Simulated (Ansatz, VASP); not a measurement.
# Rh: VASP beside Ansatz

The input POSCAR:

```
Rh
1.0
    2.7036431835      0.0000000000      0.0000000000
   -1.3518215917      2.3414236797      0.0000000000
    0.0000000000      0.0000000000      4.3486172221
Rh
2
Direct
    0.6666666667      0.3333333333      0.7500000000
    0.3333333333      0.6666666667      0.2500000000
```

Contents of INCAR.step1:

```
SYSTEM = Rh
  PREC = Accurate
  ENCUT = 520
  ISMEAR = 0
  SIGMA = 0.1
  LREAL = .FALSE.
  LASPH = .TRUE.
  NELM = 80
  NBANDS = 22
  GGA = PE
  ALGO = Normal
  EDIFF = 1E-4
  LWAVE = .TRUE.
  LCHARG = .FALSE.
```

File INCAR.step2:

```
SYSTEM = Rh
  PREC = Accurate
  ENCUT = 520
  EDIFF = 1E-6
  ISMEAR = 0
  SIGMA = 0.1
  LREAL = .FALSE.
  LASPH = .TRUE.
  NELM = 80
  ALGO = Normal
  ISIF = 2
  LWAVE = .FALSE.
  LCHARG = .TRUE.
  METAGGA = R2SCAN
  LMIXTAU = .TRUE.
  LELF = .TRUE.
  LVHAR = .TRUE.
  NBANDS = 22
  ISTART = 1
```

File KPOINTS:

```
Automatic mesh
0
G
  24 24 12
  0 0 0
```

Input for Ansatz:

```yaml
crystal:
  lattice:
    - [2.7036431827, 0.0, 0.0]
    - [-1.3518215913, 2.341423679, 0.0]
    - [0.0, 0.0, 4.3486172211]
  atoms:
    - { symbol: Rh, position: [0.6666666667, 0.3333333333, 0.75] }
    - { symbol: Rh, position: [0.3333333333, 0.6666666667, 0.25] }
basis:
  ecutwfc: 500
kpoints:
  mp_grid: { grid: [24, 24, 12] }
hamiltonian:
  xc: r2scan
scf:
  occupations: { method: gaussian, width: 0.1 }
output:
  forces: true
  stress: true
  eigenvalues: true
```

Alike in both runs: task single point; functional r2SCAN; k mesh 24 × 24 × 12; occupations gaussian, width 0.1 eV; no spin polarisation.

```csv
,VASP,Ansatz
version,VASP 6.6.1,Ansatz 0.2.0
potentials or method,"VASP PAW PBE potentials, release 64 (Rh_pv), cutoff 520 eV","scalar-relativistic, plane waves, PAW"
valence electrons in the cell,30,34
```

```tsv
	VASP	Ansatz	Ansatz less VASP
gap on the k mesh at the Fermi level (eV)	none	none	-
pressure (GPa)	1.2	0.0	-1.22
traceless stress, the component that is largest in VASP (GPa)	0.57	0.52	-0.053
```

VASP's potentials were made for PBE, not for r2SCAN. A gap of «none» marks a metal or a gap that the smearing closes. VASP's potentials hold 30 valence electrons a cell and Ansatz's 34, so a difference there can come from the potentials and not from the codes.
